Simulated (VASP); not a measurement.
Input of a VASP 6.6.1 run:

File INCAR:

```
SYSTEM = W
  PREC = Accurate
  ENCUT = 520
  EDIFF = 1E-6
  ISMEAR = -1
  SIGMA = 0.15
  LREAL = .False.
  LASPH = .True.
  NELM = 80
  ALGO = Fast
  ISIF = 2
  LWAVE = .False.
  LCHARG = .False.
  GGA = PS
  NBANDS = 13
```

The input KPOINTS:

```
Automatic mesh
0
Gamma
  20 20 20
  0 0 0
```

Contents of POSCAR:

```
W
1.0
    0.0000000000      1.9865373186      1.9865373186
    1.9865373186      0.0000000000      1.9865373186
    1.9865373186      1.9865373186      0.0000000000
W
1
Direct
    0.0000000000      0.0000000000      0.0000000000
```

Potentials or basis: VASP PAW PBE potentials, release 64 (W_sv).

Command:

```bash
$ cat potpaw_PBE.64/W_sv/POTCAR > POTCAR
$ mpirun -np 1 vasp_std > vasp.out
```

Q: Estimate the pressure.

A: 7.1 GPa.

Q: What does it give for the band gap on the k mesh?

A: Zero (band 7 reaches 14.29 eV, above the bottom of band 8 at 10.33 eV).

Caveat: the PAW data sets were made with another functional, which shifts forces and pressure a little; spin-orbit coupling is left out, which moves the levels of the heavy elements.
